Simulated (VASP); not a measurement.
# Si2W (I4/mmm) in VASP: notebook, part 2 of 2

VASP 6.6.1. The steps go on from the part before.

### 3 Electric field gradients, PBEsol (volume scaled by 1.02)

INCAR reads:

```
PREC = Accurate ; ENCUT = 520
EDIFF = 1E-8 ; ISMEAR = -1
SIGMA = 0.03 ; LREAL = F
LASPH = T ; NELM = 100
ALGO = Normal ; ISIF = 2
LWAVE = F ; LCHARG = F
GGA = PS ; LEFG = T
NBANDS = 18
```

KPOINTS reads:

```
Automatic mesh
0
Gamma
  18 18 18
```

POSCAR reads:

```
Si2W
1.0
   -1.6166360716      1.6166360716      3.9660934757
    1.6166360716     -1.6166360716      3.9660934757
    1.6166360716      1.6166360716     -3.9660934757
Si W
2 1
Direct
    0.3330000000      0.3330000000      0.0000000000
    0.6670000000      0.6670000000      0.0000000000
    0.0000000000      0.0000000000      0.0000000000
```

Potentials or basis: VASP PAW PBE potentials, release 64 (Si, W_sv).

Run with:

```bash
$ cat potpaw_PBE.64/Si/POTCAR potpaw_PBE.64/W_sv/POTCAR > POTCAR
$ mpirun -np 1 vasp_std > vasp.out
```

OUTCAR:

```text
PREC = Accurate
   ENCUT = 520
   EDIFF = 1E-8
   ISMEAR = -1
   LREAL = F
   LASPH = T
   NELM = 100
   ISIF = 2
   GGA = PS

 ion  position               nearest neighbor table
   1  0.333  0.333  0.000-   2 2.64   2 2.64   2 2.64   2 2.64   3 2.64   3 2.64   3 2.64   3 2.64
                             3 2.64   2 2.65
   2  0.667  0.667  0.000-   1 2.64   1 2.64   1 2.64   1 2.64   3 2.64   3 2.64   3 2.64   3 2.64
                             3 2.64   1 2.65
   3  0.000  0.000  0.000-   1 2.64   2 2.64   2 2.64   1 2.64   2 2.64   2 2.64   2 2.64   1 2.64
                             1 2.64   1 2.64

  LATTYP: Found a body centered tetragonal cell.
 ALAT       =     3.2332721432
 C/A-ratio  =     2.4533001245

  Lattice vectors:

 A1 = (  -1.6166360716,   1.6166360716,   3.9660934757)
 A2 = (   1.6166360716,  -1.6166360716,   3.9660934757)
 A3 = (   1.6166360716,   1.6166360716,  -3.9660934757)

Analysis of symmetry for initial positions (statically):
=====================================================================
 Subroutine PRICEL returns:
 Original cell was already a primitive cell.

 Routine SETGRP: Setting up the symmetry group for a
 body centered tetragonal supercell.

 Subroutine GETGRP returns: Found 16 space group operations
 (whereof 16 operations were pure point group operations)
 out of a pool of 16 trial point group operations.

The static configuration has the point symmetry D_4h.

Analysis of symmetry for dynamics (positions and initial velocities):
=====================================================================
 Subroutine PRICEL returns:
 Original cell was already a primitive cell.

 Routine SETGRP: Setting up the symmetry group for a
 body centered tetragonal supercell.

[... 166 lines left out ...]
      4     -26.5745      2.00000
      5      -2.3712      2.00000
      6       4.8332      2.00000
[... 481 lines left out ...]
      5      -1.4822      2.00000
      6       4.9114      2.00000
[... 10 lines left out ...]
     17      17.7022      0.00000
     18      19.5650      0.00000

 [... further k-points ...]
[... 5 lines left out ...]
  --------------------------------------------------------------------------------------
  -------------------------------------------------------------------------------------
  Total       -1.6453440     -1.6453440     -2.4710938      0.0000000      0.0000000      0.0000000
  in kB      -63.5798968    -63.5798968    -95.4887787      0.0000000      0.0000000      0.0000000
  external PRESSURE =     -74.2161908 kB  Pullay stress =       0.0000000 kB

 VOLUME and BASIS-vectors are now :
 -----------------------------------------------------------------------------
  energy-cutoff  :      520.00
  volume of cell :       41.46
      direct lattice vectors                 reciprocal lattice vectors
    -1.616636072  1.616636072  3.966093476     0.000000000  0.309284204  0.126068637
     1.616636072 -1.616636072  3.966093476     0.309284204  0.000000000  0.126068637
     1.616636072  1.616636072 -3.966093476     0.309284204  0.309284204  0.000000000

 POSITION                                       TOTAL-FORCE (eV/Angst)
 -----------------------------------------------------------------------------------
      0.00000      0.00000      2.64142        -0.000000     -0.000000      0.311583
      0.00000      0.00000      5.29077         0.000000      0.000000     -0.311583
      0.00000      0.00000      0.00000         0.000000      0.000000      0.000000
 -----------------------------------------------------------------------------------
    total drift:                                0.000000      0.000000     -0.000000

  FREE ENERGIE OF THE ION-ELECTRON SYSTEM (eV)
  ---------------------------------------------------
  free  energy   TOTEN  =       -26.6039564708 eV

  energy  without entropy=      -26.6032217571  energy(sigma->0) =      -26.60358911

 Electric field gradients (V/A^2)
---------------------------------------------------------------------
 ion       V_xx      V_yy      V_zz      V_xy      V_xz      V_yz
---------------------------------------------------------------------
   1       4.354     4.354    -8.708    -0.000    -0.000    -0.000
   2       4.354     4.354    -8.708    -0.000    -0.000    -0.000
   3      60.783    60.783  -121.567    -0.000    -0.000    -0.000
---------------------------------------------------------------------

 Electric field gradients after diagonalization (V/A^2)
 (convention: |V_zz| > |V_xx| > |V_yy|)
----------------------------------------------------------------------
 ion       V_xx      V_yy      V_zz     asymmetry (V_yy - V_xx)/ V_zz
----------------------------------------------------------------------
   1       4.354     4.354    -8.708       0.000
   2       4.354     4.354    -8.708       0.000
   3      60.784    60.783  -121.567       0.000
----------------------------------------------------------------------

           NMR quadrupolar parameters

 Cq : quadrupolar parameter    Cq=e*Q*V_zz/h
 eta: asymmetry parameters     (V_yy - V_xx)/ V_zz
 Q  : nuclear electric quadrupole moment in mb (millibarn)
----------------------------------------------------------------------
 ion       Cq(MHz)       eta       Q (mb)
----------------------------------------------------------------------
   1      -0.021       0.000       1.000
   2      -0.021       0.000       1.000
   3      -0.294       0.000       1.000
----------------------------------------------------------------------
```

Run time: 8.2 min. Hardware: 1 thread of Intel Xeon Platinum 8259CL at 2.50GHz (Skylake/Cascade Lake), shared host; peak memory 0.47 GiB.

What came out:

| Quantity | Value |
| --- | --- |
| Free energy | -26.6040 eV |
| Pressure | -7.4 GPa |
| Largest force | 0.312 eV/Å |
| Band gap on the k mesh | zero (band 11 reaches 12.30 eV, above the bottom of band 12 at 10.98 eV) |

Forces on the atoms (eV/Å):
```
Si   0.000  0.000  0.312
Si   0.000  0.000 -0.312
W    0.000  0.000  0.000
```

Electric field gradients, principal values (V/Å²):
```tsv
atom	least	middle	greatest (by size)
1 Si	4.354	4.354	-8.708
2 Si	4.354	4.354	-8.708
3 W	60.783	60.784	-121.567
```

Caveat: without QUAD_EFG the Cq values of the log hold for a quadrupole moment of 1 mb, not for the nuclei; the PAW data sets were made with another functional, which shifts forces and pressure a little; spin-orbit coupling is left out, which moves the levels of the heavy elements.
